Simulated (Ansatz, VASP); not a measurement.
# Two plane-wave programs on Sn3Se

```xyz
4
Lattice="0.0000 3.7331 3.7331 3.7331 0.0000 3.7331 3.7331 3.7331 0.0000" Properties=species:S:1:pos:R:3 pbc="T T T"
Sn    1.8666    1.8666    1.8666
Sn    5.5997    5.5997    5.5997
Sn    3.7331    3.7331    3.7331
Se    0.0000    0.0000    0.0000
```

Alike in both runs: task single point; functional r2SCAN; k mesh 4 × 4 × 4; occupations gaussian, width 0.1 eV; no spin polarisation.

|  | VASP | Ansatz |
| --- | --- | --- |
| version | VASP 6.6.1 | Ansatz 0.2.0 |
| potentials or method | VASP PAW PBE potentials, release 64 (Sn_d, Se), cutoff 550 eV | scalar-relativistic, plane waves, PAW |
| valence electrons in the cell | 48 | 58 |

```tsv
	VASP	Ansatz	Ansatz less VASP
gap on the k mesh at the Fermi level (eV)	none	none	-
pressure (GPa)	-1.7	-1.7	+0.02
```

VASP's potentials were made for PBE, not for r2SCAN. A gap of «none» marks a metal or a gap that the smearing closes. With one functional, cell and mesh, what is left measures potentials, basis and numerics. VASP's potentials hold 48 valence electrons a cell and Ansatz's 58, so a difference there can come from the potentials and not from the codes.

The k mesh is coarse, so the values compare programs but aren't converged.
